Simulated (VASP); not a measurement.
# Ge (Fd-3m) in VASP: settings compared

Ge is run at these levels: PBE0, B3LYP5; tasks: single point.

Program: VASP 6.6.1. These are calculated values, not measurements. Logs are shortened: lines on timing, memory, paths and dates and some standing lists are left out, and cuts for length are marked.

**1. The cell of the first run**

The structure is cubic, space group Fd-3m (No. 227). The conventional cell has a = 5.658 Å, b = 5.658 Å, c = 5.658 Å, α = 90.00°, β = 90.00°, γ = 90.00°. Ge (site symmetry -43m) has 4 Ge at 2.45 Å within 3.2 Å.

**2. Single point, PBE0**

Input file POSCAR:

```
Ge
1.0
    0.0000000000      2.8289100000      2.8289100000
    2.8289100000      0.0000000000      2.8289100000
    2.8289100000      2.8289100000      0.0000000000
Ge
2
Direct
    0.7500000000      0.7500000000      0.7500000000
    0.5000000000      0.5000000000      0.5000000000
```

Input file INCAR.step1:

```
SYSTEM = Ge
  PREC = Accurate
  ENCUT = 520
  EDIFF = 1E-5
  ISMEAR = -1
  SIGMA = 0.05
  LREAL = .FALSE.
  LASPH = .TRUE.
  NELM = 60
  ALGO = Normal
  ISIF = 2
  LWAVE = .TRUE.
  LCHARG = .FALSE.
  GGA = PE
  NBANDS = 21
```

Input file INCAR.step2:

```
SYSTEM = Ge
  PREC = Accurate
  ENCUT = 520
  EDIFF = 1E-7
  ISMEAR = -1
  SIGMA = 0.05
  LREAL = .FALSE.
  LASPH = .TRUE.
  NELM = 60
  ALGO = Normal
  ISIF = 2
  LWAVE = .FALSE.
  LCHARG = .FALSE.
  GGA = PE
  LHFCALC = .TRUE.
  AEXX = 0.25
  PRECFOCK = Normal
  ISTART = 1
  NBANDS = 21
```

Input file KPOINTS:

```
Automatic mesh
0
G
  4 4 4
  0 0 0
```

Potentials or basis: VASP PAW PBE potentials, release 64 (Ge_d).

Started as:

```bash
$ cat potpaw_PBE.64/Ge_d/POTCAR > POTCAR
$ cp INCAR.step1 INCAR
$ mpirun -np 1 vasp_std > vasp.out
$ cp INCAR.step2 INCAR
$ mpirun -np 1 vasp_std > vasp.out
```

OUTCAR:

```text
SYSTEM = Ge
   PREC = Accurate
   ENCUT = 520
   EDIFF = 1E-7
   ISMEAR = -1
   LREAL = .FALSE.
   LASPH = .TRUE.
   NELM = 60
   ISIF = 2
   GGA = PE
   LHFCALC = .TRUE.
   AEXX = 0.25
   PRECFOCK = Normal
   ISTART = 1

 ion  position               nearest neighbor table
   1  0.750  0.750  0.750-   2 2.45   2 2.45   2 2.45   2 2.45
   2  0.500  0.500  0.500-   1 2.45   1 2.45   1 2.45   1 2.45

  LATTYP: Found a face centered cubic cell.
 ALAT       =     5.6578200000

  Lattice vectors:

 A1 = (   0.0000000000,   2.8289100000,   2.8289100000)
 A2 = (   2.8289100000,   0.0000000000,   2.8289100000)
 A3 = (   2.8289100000,   2.8289100000,   0.0000000000)

Analysis of symmetry for initial positions (statically):
=====================================================================
 Subroutine PRICEL returns:
 Original cell was already a primitive cell.

 Routine SETGRP: Setting up the symmetry group for a
 face centered cubic supercell.

 Subroutine GETGRP returns: Found 48 space group operations
 (whereof 24 operations were pure point group operations)
 out of a pool of 48 trial point group operations.

The static configuration has the point symmetry T_d .
 The point group associated with its full space group is O_h .

Analysis of symmetry for dynamics (positions and initial velocities):
=====================================================================
 Subroutine PRICEL returns:
 Original cell was already a primitive cell.

 Routine SETGRP: Setting up the symmetry group for a
 face centered cubic supercell.

 Subroutine GETGRP returns: Found 48 space group operations
 (whereof 24 operations were pure point group operations)
 out of a pool of 48 trial point group operations.

The dynamic configuration has the point symmetry T_d .
 The point group associated with its full space group is O_h .

 Subroutine INISYM returns: Found 48 space group operations
 (whereof 24 operations are pure point group operations),
 and found     1 'primitive' translations

----------------------------------------------------------------------------------------

                                     Primitive cell

  volume of cell :      45.2780

[... 70 lines left out ...]
   NELM   =     60;   NELMIN=  2; NELMDL=  0     # of ELM steps
   EDIFF  = 0.1E-06   stopping-criterion for ELM
   LREAL  =      F    real-space projection
   EDIFFG = 0.1E-05   stopping-criterion for IOM
   NSW    =      0    number of steps for IOM
   IBRION =     -1    ionic relax: 0-MD 1-quasi-New 2-CG
   NFREE  =      0    steps in history (QN), initial steepest desc. (CG)
   ISIF   =      2    stress and relaxation
   ISYM   =      3    0-nonsym 1-usesym 2-fastsym
   POTIM  = 0.5000    time-step for ionic-motion
   TEBEG  =    0.0;   TEEND  =   0.0 temperature during run
   PSTRESS=    0.0 pullay stress
   NELECT =      28.0000    total number of electrons
   NUPDOWN=      -1.0000    fix difference up-down
   EMIN   =  10.00;   EMAX   =-10.00  energy-range for DOS
   EFERMI =   0.00;   METHOD = LEGACY
   ISMEAR =    -1;   SIGMA  =   0.05  broadening in eV -4-tet -1-fermi 0-gaus
   EFERMI_NEDOS =   21; number of points for ismear=-14 and -15
   IALGO  =     38    algorithm
   IMIX   =      1    mixing-type and parameters
     AMIX     =   0.40;   BMIX     =  1.00
     AMIX_MAG =   1.60;   BMIX_MAG =  1.00
  volume/ion in A,a.u.               =      22.64       152.78
  Fermi-wavevector in a.u.,A,eV,Ry     =   1.394756  2.635708 26.468033  1.945346
  Thomas-Fermi vector in A             =   2.518275
   LORBIT       =      0    0 simple, 1 ext, 2 COOP (PROOUT), +10 PAW based schemes
   GGA     = PE    functional components
   LHFCALC =     T    Hartree Fock is set to
   PRECFOCK=normal    Normal, Fast or Accurate (Low or Medium for compatibility)
   ENCUT4O =  -1.0   cutoff for four orbital integrals eV
   NKREDX  =     1    reduce k-point grid by
   NKREDY  =     1    reduce k-point grid by
   NKREDZ  =     1    reduce k-point grid by
   AEXX    =    0.2500 exact exchange contribution
   HFSCREEN=    0.0000 screening length (either q_TF or 0.3 A-1)
   HFSCREENC=   0.0000 screening length for correlation (either q_TF or 0.3 A-1)
   ENCUTFOCK=  -1.0 apply spherical cutoff to Coloumb kernel
   IVDW    =     0    specifies the selected vdW correction
   LEPSILON=     F    determine dielectric tensor
   LRPA    =     F    only Hartree local field effects (RPA)
 non-spin polarized calculation
  energy-cutoff  :      520.00
  volume of cell :       45.28
 maximum number of plane-waves:      1243
 NGX is ok and might be reduce to    30
  NGX = 24; NGY = 24; NGZ = 24

 number of electron      28.0000022 magnetization

 Free energy of the ion-electron system (eV)
  ---------------------------------------------------
  ext. energy  EPLUGINS =         0.00000000
  ---------------------------------------------------
  free energy    TOTEN  =       -11.49992799 eV

  energy without entropy =      -11.49992797  energy(sigma->0) =      -11.49992798

 E-fermi :   5.0974     XC(G=0):  -7.8235

 val. band max:        4.3092946565   @ k =   0.0000   0.0000   0.0000
 cond. band min:       5.9019111392   @ k =   0.5000   0.0000   0.0000
 fundamental gap:      1.5926164826
 Fermi energy:         5.0974435508

 k-point     1 :       0.0000    0.0000    0.0000
  band No.  band energies     occupation
      1     -23.6389      2.00000
      2     -23.6389      2.00000
      3     -23.6389      2.00000
      4     -23.6025      2.00000
      5     -23.6025      2.00000
      6     -23.3938      2.00000
[... 181 lines left out ...]
     20      17.3360      0.00000
     21      19.2377      0.00000

------------------------ aborting loop because EDIFF is reached ----------------------------------------

  FORCE on cell =-STRESS in cart. coord.  units (eV):
  Direction    XX          YY          ZZ          XY          YZ          ZX
  --------------------------------------------------------------------------------------
  -------------------------------------------------------------------------------------
  Total        0.2299971      0.2299971      0.2299971     -0.0000000      0.0000000     -0.0000000
  in kB        8.1385215      8.1385215      8.1385215     -0.0000000      0.0000000     -0.0000000
  external PRESSURE =       8.1385215 kB  Pullay stress =       0.0000000 kB

 VOLUME and BASIS-vectors are now :
 -----------------------------------------------------------------------------
  energy-cutoff  :      520.00
  volume of cell :       45.28
      direct lattice vectors                 reciprocal lattice vectors
     0.000000000  2.828910000  2.828910000    -0.176746521  0.176746521  0.176746521
     2.828910000  0.000000000  2.828910000     0.176746521 -0.176746521  0.176746521
     2.828910000  2.828910000  0.000000000     0.176746521  0.176746521 -0.176746521

 POSITION                                       TOTAL-FORCE (eV/Angst)
 -----------------------------------------------------------------------------------
      4.24336      4.24336      4.24336         0.000000     -0.000000     -0.000000
      2.82891      2.82891      2.82891        -0.000000      0.000000      0.000000
 -----------------------------------------------------------------------------------
    total drift:                               -0.000000     -0.000000     -0.000000

  FREE ENERGIE OF THE ION-ELECTRON SYSTEM (eV)
  ---------------------------------------------------
  free  energy   TOTEN  =       -11.4999279933 eV

  energy  without entropy=      -11.4999279705  energy(sigma->0) =      -11.49992798
```

OUTCAR.step1:

```text
SYSTEM = Ge
   PREC = Accurate
   ENCUT = 520
   EDIFF = 1E-5
   ISMEAR = -1
   LREAL = .FALSE.
[... 397 lines left out ...]
      4.24336      4.24336      4.24336        -0.000000      0.000000     -0.000000
      2.82891      2.82891      2.82891         0.000000     -0.000000      0.000000
 -----------------------------------------------------------------------------------
    total drift:                                0.000000     -0.000000     -0.000000

  FREE ENERGIE OF THE ION-ELECTRON SYSTEM (eV)
  ---------------------------------------------------
  free  energy   TOTEN  =        -8.7518709464 eV

  energy  without entropy=       -8.7465270192  energy(sigma->0) =       -8.74919898
```

OSZICAR.step1:

```text
N       E                     dE             d eps       ncg     rms          rms(c)
DAV:   1     0.193223757968E+03    0.19322E+03   -0.14527E+04   375   0.366E+03
DAV:   2     0.191496025033E+02   -0.17407E+03   -0.16923E+03   336   0.624E+02
DAV:   3    -0.789066936773E+01   -0.27040E+02   -0.26722E+02   401   0.143E+02
DAV:   4    -0.883532287939E+01   -0.94465E+00   -0.94357E+00   371   0.304E+01
DAV:   5    -0.885120857675E+01   -0.15886E-01   -0.15885E-01   391   0.449E+00    0.332E+00
DAV:   6    -0.878284804877E+01    0.68361E-01   -0.24321E-02   376   0.141E+00    0.197E+00
DAV:   7    -0.874928919235E+01    0.33559E-01   -0.57609E-02   377   0.201E+00    0.158E-01
DAV:   8    -0.875153590364E+01   -0.22467E-02   -0.60986E-03   361   0.859E-01    0.505E-02
DAV:   9    -0.875186288768E+01   -0.32698E-03   -0.38400E-04   366   0.170E-01    0.150E-02
DAV:  10    -0.875187094644E+01   -0.80588E-05   -0.23333E-05   320   0.619E-02
   1 F= -.87518709E+01 E0= -.87491990E+01  d E =-.534393E-02
```

Wall time 27 min (1 thread of Intel Xeon Platinum 8375C at 2.90GHz (Ice Lake), shared host); peak memory 0.17 GiB.

Results:

```yaml
Free_energy: -11.4999 eV
Pressure: 0.8 GPa
Band_gap_on_the_k_mesh: 1.59 eV (least direct gap 1.68 eV)
```

Levels at points of the mesh, in eV from the valence-band top:
```tsv
k point	band 12	band 13	band 14	band 15	band 16	band 17
(0.00, 0.00, 0.00)	0.00	0.00	0.00	1.68	3.98	3.98
(0.50, 0.00, 0.00)	-8.33	-1.53	-1.53	1.59	5.23	5.23
(0.50, 0.50, 0.00)	-9.74	-3.37	-3.37	2.03	2.03	11.60
```

Caveat: the k points lie up to 0.48 Å⁻¹ apart; the PAW data sets were made with another functional, which shifts forces and pressure a little. A k mesh can miss the band edges.

**3. Single point, B3LYP5**

POSCAR is that of step 2.

Input file INCAR.step1:

```
SYSTEM = Ge
PREC = Accurate
ENCUT = 520
EDIFF = 1E-5
ISMEAR = -1
SIGMA = 0.05
LREAL = .False.
LASPH = .True.
NELM = 60
ALGO = Normal
ISIF = 2
LWAVE = .True.
LCHARG = .False.
NBANDS = 21
GGA = PE
```

Input file INCAR.step2:

```
SYSTEM = Ge
PREC = Accurate
ENCUT = 520
EDIFF = 1E-6
ISMEAR = -1
SIGMA = 0.05
LREAL = .False.
LASPH = .True.
NELM = 60
ALGO = Normal
ISIF = 2
LWAVE = .False.
LCHARG = .False.
GGA = B5
LHFCALC = .True.
AEXX = 0.2
AGGAX = 0.72
AGGAC = 0.81
ALDAC = 0.19
PRECFOCK = Normal
NBANDS = 21
ISTART = 1
```

Input file KPOINTS:

```
Automatic mesh
0
Gamma
  4 4 4
  0 0 0
```

Potentials or basis: VASP PAW PBE potentials, release 64 (Ge_d).

Started as:

```bash
$ cat potpaw_PBE.64/Ge_d/POTCAR > POTCAR
$ cp INCAR.step1 INCAR
$ mpirun -np 1 vasp_std > vasp.out
$ cp INCAR.step2 INCAR
$ mpirun -np 1 vasp_std > vasp.out
```

Run time: 18 min. Hardware: 1 thread of Intel Xeon Platinum 8375C at 2.90GHz (Ice Lake), shared host; peak memory 0.17 GiB.

The run converged. Its results:

- Free energy: -9.6304 eV
- Pressure: 4.5 GPa
- Band gap on the k mesh: 1.11 eV

Levels at points of the mesh, in eV from the valence-band top:
| k point | band 11 | band 12 | band 13 | band 14 | band 15 | band 16 | band 17 | band 18 |
| --- | --- | --- | --- | --- | --- | --- | --- | --- |
| (0.00, 0.00, 0.00) | -13.83 | 0.00 | 0.00 | 0.00 | 1.11 | 3.73 | 3.73 | 3.73 |
| (0.50, 0.00, 0.00) | -11.58 | -8.18 | -1.50 | -1.50 | 1.28 | 5.01 | 5.01 | 8.61 |
| (0.50, 0.50, 0.00) | -9.62 | -9.62 | -3.28 | -3.28 | 1.91 | 1.91 | 11.09 | 11.09 |

Caveat: the k points lie up to 0.48 Å⁻¹ apart; the PAW data sets were made with another functional, which shifts forces and pressure a little. A k mesh can miss the band edges.
